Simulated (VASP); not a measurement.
# Rb3NaO2 (P-3m1) in VASP: single point with PBE

Aim: the single point of Rb3NaO2 with PBE.

Everything below comes from runs of VASP 6.6.1. Logs are shortened: lines on timing, memory, paths and dates and some standing lists are left out, and cuts for length are marked.

### Step 1. The cell of the first run

Symmetry: P-3m1, No. 164, trigonal system. Conventional cell: a = 4.974 Å, b = 4.974 Å, c = 9.731 Å, α = 90.00°, β = 90.00°, γ = 120.00°. Rb (site symmetry 3m) has 3 O at 2.87 Å and 3 Na at 3.56 Å within 3.8 Å. Within 3.5 Å of Rb (site symmetry -3m) lie 2 O at 2.68 Å. Na (site symmetry -3m) has 2 O at 2.19 Å within 2.9 Å. Within 2.9 Å of O (site symmetry 3m) lie 1 Na at 2.19 Å and 4 Rb at 2.68 to 2.87 Å.

The cell was generated, and may not be a known phase.

### Step 2. Single point, PBE, collinear spin, ferromagnetic start

Input file INCAR:

```
SYSTEM = Rb3NaO2
PREC = Accurate
ENCUT = 520
EDIFF = 1E-7
ISMEAR = 0
SIGMA = 0.1
LREAL = .FALSE.
LASPH = .TRUE.
NELM = 150
ALGO = Normal
ISIF = 2
LWAVE = .FALSE.
LCHARG = .FALSE.
ISPIN = 2
MAGMOM = 0 0 0 0 1 1
LORBIT = 11
GGA = PE
NBANDS = 36
```

Input file KPOINTS:

```
Automatic mesh
0
G
  6 6 2
  0 0 0
```

Input file POSCAR:

```
Rb3NaO2
1.0
    4.9744713754      0.0000000000      0.0000000000
   -2.4872356877      4.3080185815      0.0000000000
    0.0000000000      0.0000000000      9.7309684063
Rb Na O
3 1 2
Direct
    0.3333333333      0.6666666667      0.7844481005
    0.6666666667      0.3333333333      0.2155518995
    0.0000000000      0.0000000000      0.5000000000
    0.0000000000      0.0000000000      0.0000000000
    0.0000000000      0.0000000000      0.2250122579
    0.0000000000      0.0000000000      0.7749877421
```

Potentials or basis: VASP PAW PBE potentials, release 64 (Rb_sv, Na_pv, O).

Run with:

```bash
$ cat potpaw_PBE.64/Rb_sv/POTCAR potpaw_PBE.64/Na_pv/POTCAR potpaw_PBE.64/O/POTCAR > POTCAR
$ mpirun -np 1 vasp_std > vasp.out
```

OUTCAR:

```text
SYSTEM = Rb3NaO2
   PREC = Accurate
   ENCUT = 520
   EDIFF = 1E-7
   ISMEAR = 0
   LREAL = .FALSE.
   LASPH = .TRUE.
   NELM = 150
   ISIF = 2
   ISPIN = 2
   LORBIT = 11
   GGA = PE

 ion  position               nearest neighbor table
   1  0.333  0.667  0.784-   6 2.87   6 2.87   6 2.87   4 3.56   4 3.56   4 3.56   3 3.99   3 3.99
                             3 3.99   2 5.08   2 5.08   2 5.08
   2  0.667  0.333  0.216-   5 2.87   5 2.87   5 2.87   4 3.56   4 3.56   4 3.56   3 3.99   3 3.99
                             3 3.99   1 5.08   1 5.08   1 5.08
   3  0.000  0.000  0.500-   5 2.68   6 2.68   1 3.99   2 3.99   2 3.99   1 3.99   2 3.99   1 3.99

   4  0.000  0.000  0.000-   5 2.19   6 2.19   1 3.56   2 3.56   2 3.56   1 3.56   2 3.56   1 3.56

   5  0.000  0.000  0.225-   4 2.19   3 2.68   2 2.87   2 2.87   2 2.87
   6  0.000  0.000  0.775-   4 2.19   3 2.68   1 2.87   1 2.87   1 2.87

  LATTYP: Found a hexagonal cell.
 ALAT       =     4.9744713754
 C/A-ratio  =     1.9561814054

  Lattice vectors:

 A1 = (   4.9744713754,   0.0000000000,   0.0000000000)
 A2 = (  -2.4872356877,   4.3080185815,   0.0000000000)
 A3 = (   0.0000000000,   0.0000000000,   9.7309684063)

Analysis of symmetry for initial positions (statically):
=====================================================================
 Subroutine PRICEL returns:
 Original cell was already a primitive cell.

 Routine SETGRP: Setting up the symmetry group for a
 hexagonal supercell.

 Subroutine GETGRP returns: Found 12 space group operations
 (whereof 12 operations were pure point group operations)
 out of a pool of 24 trial point group operations.

The static configuration has the point symmetry D_3d.

Analysis of symmetry for dynamics (positions and initial velocities):
=====================================================================
 Subroutine PRICEL returns:
 Original cell was already a primitive cell.

 Routine SETGRP: Setting up the symmetry group for a
 hexagonal supercell.

 Subroutine GETGRP returns: Found 12 space group operations
 (whereof 12 operations were pure point group operations)
 out of a pool of 24 trial point group operations.

The dynamic configuration has the point symmetry D_3d.

Analysis of structural, dynamic, and magnetic symmetry:
=====================================================================
 Subroutine PRICEL returns:
 Original cell was already a primitive cell.

 Routine SETGRP: Setting up the symmetry group for a
 hexagonal supercell.

 Subroutine GETGRP returns: Found 12 space group operations
 (whereof 12 operations were pure point group operations)
 out of a pool of 24 trial point group operations.

The overall configuration has the point symmetry D_3d.

 Subroutine INISYM returns: Found 12 space group operations
 (whereof 12 operations are pure point group operations),
 and found     1 'primitive' translations

----------------------------------------------------------------------------------------

                                     Primitive cell

  volume of cell :     208.5358

  direct lattice vectors                    reciprocal lattice vectors
     4.974471375  0.000000000  0.000000000     0.201026385  0.116062638  0.000000000
    -2.487235688  4.308018581  0.000000000     0.000000000  0.232125275  0.000000000
     0.000000000  0.000000000  9.730968406     0.000000000  0.000000000  0.102764695

  length of vectors
     4.974471375  4.974471375  9.730968406     0.232125275  0.232125275  0.102764695

  position of ions in fractional coordinates (direct lattice)
     0.333333333  0.666666667  0.784448101
     0.666666667  0.333333333  0.215551899
     0.000000000  0.000000000  0.500000000
     0.000000000  0.000000000  0.000000000
     0.000000000  0.000000000  0.225012258
     0.000000000  0.000000000  0.774987742

  ion indices of the primitive-cell ions
   primitive index   ion index
                 1           1
                 2           2
                 3           3
                 4           4
                 5           5
                 6           6

----------------------------------------------------------------------------------------

 KPOINTS: Automatic mesh

Automatic generation of k-mesh.
 Grid dimensions read from file:
 generate k-points for:    6    6    2

 Generating k-lattice:

  Cartesian coordinates                     Fractional coordinates (reciprocal lattice)
     0.033504398  0.019343773  0.000000000     0.166666667 -0.000000000  0.000000000
     0.000000000  0.038687546  0.000000000     0.000000000  0.166666667  0.000000000
     0.000000000  0.000000000  0.051382347     0.000000000  0.000000000  0.500000000

  Length of vectors
     0.038687546  0.038687546  0.051382347

  Shift w.r.t. Gamma in fractional coordinates (k-lattice)
     0.000000000  0.000000000  0.000000000

 Subroutine IBZKPT returns following result:
 ===========================================

 Found     14 irreducible k-points:

 Following reciprocal coordinates:
            Coordinates               Weight
  0.000000  0.000000  0.000000      1.000000
  0.166667  0.000000  0.000000      6.000000
  0.333333  0.000000  0.000000      6.000000
  0.500000  0.000000  0.000000      3.000000
  0.166667  0.166667  0.000000      6.000000
  0.333333  0.166667  0.000000     12.000000
  0.333333  0.333333  0.000000      2.000000
  0.000000  0.000000  0.500000      1.000000
  0.166667  0.000000  0.500000      6.000000
  0.333333  0.000000  0.500000      6.000000
  0.500000  0.000000  0.500000      3.000000
  0.166667  0.166667  0.500000      6.000000
  0.333333  0.166667  0.500000     12.000000
  0.333333  0.333333  0.500000      2.000000
   k-points           NKPTS =     14   k-points in BZ     NKDIM =     14   number of bands    NBANDS=     36
   number of dos      NEDOS =    301   number of ions     NIONS =      6
   total plane-waves  NPLWV = 115200
   dimension x,y,z NGX =    40 NGY =   40 NGZ =   72
   dimension x,y,z NGXF=    80 NGYF=   80 NGZF=  144
   ions per type =               3   1   2
   NGX,Y,Z   is equivalent  to a cutoff of  13.37, 13.37, 12.30 a.u.
   NGXF,Y,Z  is equivalent  to a cutoff of  26.74, 26.74, 24.60 a.u.
 SYSTEM =  Rb3NaO2
   PREC   = accura    normal or accurate (medium, high low for compatibility)
   ISTART =      0    job   : 0-new  1-cont  2-samecut
   ICHARG =      2    charge: 1-file 2-atom 10-const
   ISPIN  =      2    spin polarized calculation?
   LNONCOLLINEAR =      F non collinear calculations
   LSORBIT =      F    spin-orbit coupling
   LASPH  =      T    aspherical Exc in radial PAW
   ENCUT  =  520.0 eV  38.22 Ry    6.18 a.u.   9.25  9.25 18.09*2*pi/ulx,y,z
   NELM   =    150;   NELMIN=  2; NELMDL= -5     # of ELM steps
   EDIFF  = 0.1E-06   stopping-criterion for ELM
   LREAL  =      F    real-space projection
   EDIFFG = 0.1E-05   stopping-criterion for IOM
   NSW    =      0    number of steps for IOM
   IBRION =     -1    ionic relax: 0-MD 1-quasi-New 2-CG
   NFREE  =      0    steps in history (QN), initial steepest desc. (CG)
   ISIF   =      2    stress and relaxation
   ISYM   =      2    0-nonsym 1-usesym 2-fastsym
   POTIM  = 0.5000    time-step for ionic-motion
   TEBEG  =    0.0;   TEEND  =   0.0 temperature during run
   PSTRESS=    0.0 pullay stress
   NELECT =      46.0000    total number of electrons
   NUPDOWN=      -1.0000    fix difference up-down
   EMIN   =  10.00;   EMAX   =-10.00  energy-range for DOS
   EFERMI =   0.00;   METHOD = LEGACY
   ISMEAR =     0;   SIGMA  =   0.10  broadening in eV -4-tet -1-fermi 0-gaus
   EFERMI_NEDOS =   21; number of points for ismear=-14 and -15
   IALGO  =     38    algorithm
   IMIX   =      4    mixing-type and parameters
     AMIX     =   0.40;   BMIX     =  1.00
     AMIX_MAG =   1.60;   BMIX_MAG =  1.00
  volume/ion in A,a.u.               =      34.76       234.54
  Fermi-wavevector in a.u.,A,eV,Ry     =   0.989162  1.869244 13.312494  0.978441
  Thomas-Fermi vector in A             =   2.120740
   LORBIT       =     11    0 simple, 1 ext, 2 COOP (PROOUT), +10 PAW based schemes
   GGA     = PE    functional components
   LHFCALC =     F    Hartree Fock is set to
   AEXX    =    0.0000 exact exchange contribution
   IVDW    =     0    specifies the selected vdW correction
   LEPSILON=     F    determine dielectric tensor
   LRPA    =     F    only Hartree local field effects (RPA)
 spin polarized calculation
 Gauss-broadening in eV      SIGMA  =   0.10
  energy-cutoff  :      520.00
  volume of cell :      208.54
 maximum number of plane-waves:      5648
 NGX is ok and might be reduce to    40
   NGX = 19   NGY = 19   NGZ = 37

 number of electron      46.0000006 magnetization       0.0000452

 number of electron      46.0000006 magnetization      -0.0000332

 Free energy of the ion-electron system (eV)
  ---------------------------------------------------
  ext. energy  EPLUGINS =         0.00000000
  ---------------------------------------------------
  free energy    TOTEN  =       -18.99152741 eV

  energy without entropy =      -18.98668864  energy(sigma->0) =      -18.98910802

 E-fermi :   0.0301     XC(G=0):  -6.6623

 val. band max:       -0.0813265557   @ k =   0.0000   0.0000   0.0000
 cond. band min:       0.2960454639   @ k =   0.0000   0.0000   0.5000
 fundamental gap:      0.3773720196
 Fermi energy:         0.0300921949

 spin component 1

 k-point     1 :       0.0000    0.0000    0.0000
  band No.  band energies     occupation
      1     -27.3735      1.00000
      2     -26.5608      1.00000
      3     -26.5604      1.00000
      4     -23.0236      1.00000
      5     -23.0236      1.00000
      6     -22.7256      1.00000
[... 27 lines left out ...]
     34       6.4489      0.00000
     35       7.2066      0.00000

 k-point     2 :       0.1667    0.0000    0.0000
  band No.  band energies     occupation
      1     -27.3723      1.00000
      2     -26.5596      1.00000
      3     -26.5591      1.00000
      4     -23.0238      1.00000
      5     -23.0236      1.00000
      6     -22.7258      1.00000
[... 448 lines left out ...]
 k-point    14 :       0.3333    0.3333    0.5000
  band No.  band energies     occupation
      1     -27.3682      1.00000
      2     -26.5548      1.00000
      3     -26.5548      1.00000
      4     -23.0242      1.00000
      5     -23.0242      1.00000
      6     -22.7265      1.00000
[... 27 lines left out ...]
     34       7.0848      0.00000
     35       7.2047      0.00000
 Fermi energy:         0.0300921949

 spin component 2

 k-point     1 :       0.0000    0.0000    0.0000
  band No.  band energies     occupation
      1     -27.3735      1.00000
      2     -26.5608      1.00000
      3     -26.5605      1.00000
      4     -23.0236      1.00000
      5     -23.0236      1.00000
      6     -22.7256      1.00000
[... 27 lines left out ...]
     34       6.4489      0.00000
     35       7.2066      0.00000

 k-point     2 :       0.1667    0.0000    0.0000
  band No.  band energies     occupation
      1     -27.3723      1.00000
      2     -26.5596      1.00000
      3     -26.5591      1.00000
      4     -23.0238      1.00000
      5     -23.0237      1.00000
      6     -22.7258      1.00000
[... 448 lines left out ...]
 k-point    14 :       0.3333    0.3333    0.5000
  band No.  band energies     occupation
      1     -27.3682      1.00000
      2     -26.5548      1.00000
      3     -26.5548      1.00000
      4     -23.0242      1.00000
      5     -23.0242      1.00000
      6     -22.7265      1.00000
[... 27 lines left out ...]
     34       7.0848      0.00000
     35       7.2047      0.00000
 [bands above 35 left out]

------------------------ aborting loop because EDIFF is reached ----------------------------------------

  FORCE on cell =-STRESS in cart. coord.  units (eV):
  Direction    XX          YY          ZZ          XY          YZ          ZX
  --------------------------------------------------------------------------------------
  -------------------------------------------------------------------------------------
  Total       -0.1231704     -0.1231704     -0.0036561     -0.0000000      0.0000000      0.0000000
  in kB       -0.9463163     -0.9463163     -0.0280899     -0.0000000      0.0000000      0.0000000
  external PRESSURE =      -0.6402408 kB  Pullay stress =       0.0000000 kB

 VOLUME and BASIS-vectors are now :
 -----------------------------------------------------------------------------
  energy-cutoff  :      520.00
  volume of cell :      208.54
      direct lattice vectors                 reciprocal lattice vectors
     4.974471375  0.000000000  0.000000000     0.201026385  0.116062638  0.000000000
    -2.487235688  4.308018581  0.000000000     0.000000000  0.232125275  0.000000000
     0.000000000  0.000000000  9.730968406     0.000000000  0.000000000  0.102764695

 POSITION                                       TOTAL-FORCE (eV/Angst)
 -----------------------------------------------------------------------------------
     -0.00000      2.87201      7.63344         0.000000     -0.000000      0.027510
      2.48724      1.43601      2.09753        -0.000000      0.000000     -0.027510
      0.00000      0.00000      4.86548        -0.000000      0.000000      0.000000
      0.00000      0.00000      0.00000        -0.000000      0.000000      0.000000
      0.00000      0.00000      2.18959        -0.000000      0.000000      0.038655
      0.00000      0.00000      7.54138        -0.000000     -0.000000     -0.038655
 -----------------------------------------------------------------------------------
    total drift:                               -0.000000      0.000000      0.000000

  FREE ENERGIE OF THE ION-ELECTRON SYSTEM (eV)
  ---------------------------------------------------
  free  energy   TOTEN  =       -18.9915274052 eV

  energy  without entropy=      -18.9866886441  energy(sigma->0) =      -18.98910802

 total charge

# of ion       s       p       d       tot
------------------------------------------
    1        1.949   5.333   0.040   7.323
    2        1.949   5.333   0.040   7.323
    3        1.949   5.335   0.046   7.330
    4        0.094   6.001   0.000   6.095
    5        1.561   3.308   0.000   4.870
    6        1.561   3.308   0.000   4.870
--------------------------------------------------
tot          9.064  28.620   0.127  37.811

 magnetization (x)

# of ion       s       p       d       tot
------------------------------------------
    1        0.000   0.000  -0.000   0.000
    2        0.000   0.000  -0.000   0.000
    3       -0.000   0.000  -0.000   0.000
    4       -0.000   0.000   0.000  -0.000
    5        0.000   0.000   0.000   0.000
    6        0.000   0.000   0.000   0.000
--------------------------------------------------
tot          0.000   0.000  -0.000   0.000
```

It took 4 min on 1 thread of Intel Xeon Platinum 8559C (Emerald Rapids), shared host; peak memory 0.48 GiB.

Results:

```yaml
Free_energy: -18.9915 eV
Pressure: -0.1 GPa
Largest_force: 0.039 eV/Å
Band_gap_on_the_k_mesh: 0.01 eV (least direct gap 0.05 eV)
Net_moment: 0.00 μB per cell
Valence_electrons_inside_the_program's_atomic_spheres: Rb 7.32, 7.33 (each value once); Na 6.09; O 4.87
```

Forces on the atoms (eV/Å):
```
Rb   0.000  0.000  0.028
Rb   0.000  0.000 -0.028
Rb   0.000  0.000  0.000
Na   0.000  0.000  0.000
O    0.000  0.000  0.039
O    0.000  0.000 -0.039
```

Levels at points of the mesh, in eV from the valence-band top:
Spin up:
```
           k point  band 20  band 21  band 22  band 23  band 24  band 25  band 26  band 27
(0.00, 0.00, 0.00)    -0.34    -0.29    -0.29    -0.04     0.01     1.81     3.31     4.31
(0.50, 0.00, 0.00)    -0.51    -0.09    -0.04    -0.04     2.02     2.44     3.05     3.20
(0.00, 0.00, 0.50)    -0.36    -0.36    -0.27    -0.27     0.39     1.26     4.28     4.32
(0.50, 0.00, 0.50)    -0.48    -0.41    -0.10    -0.02     1.99     2.55     2.88     3.35
```
Spin down:
```csv
k point,band 20,band 21,band 22,band 23,band 24,band 25,band 26,band 27
"(0.00, 0.00, 0.00)",-0.34,-0.29,-0.29,-0.04,0.01,1.81,3.31,4.31
"(0.50, 0.00, 0.00)",-0.51,-0.09,-0.04,-0.04,2.02,2.44,3.05,3.20
"(0.00, 0.00, 0.50)",-0.36,-0.36,-0.27,-0.27,0.39,1.26,4.28,4.32
"(0.50, 0.00, 0.50)",-0.48,-0.41,-0.10,-0.02,1.99,2.55,2.88,3.35
```

Caveat: the smearing spreads over this small gap; semilocal functionals underestimate gaps, and a narrow one can read as zero. A k mesh can miss the band edges.

The gap in the log of VASP goes by the Fermi energy; the results here count the filled bands.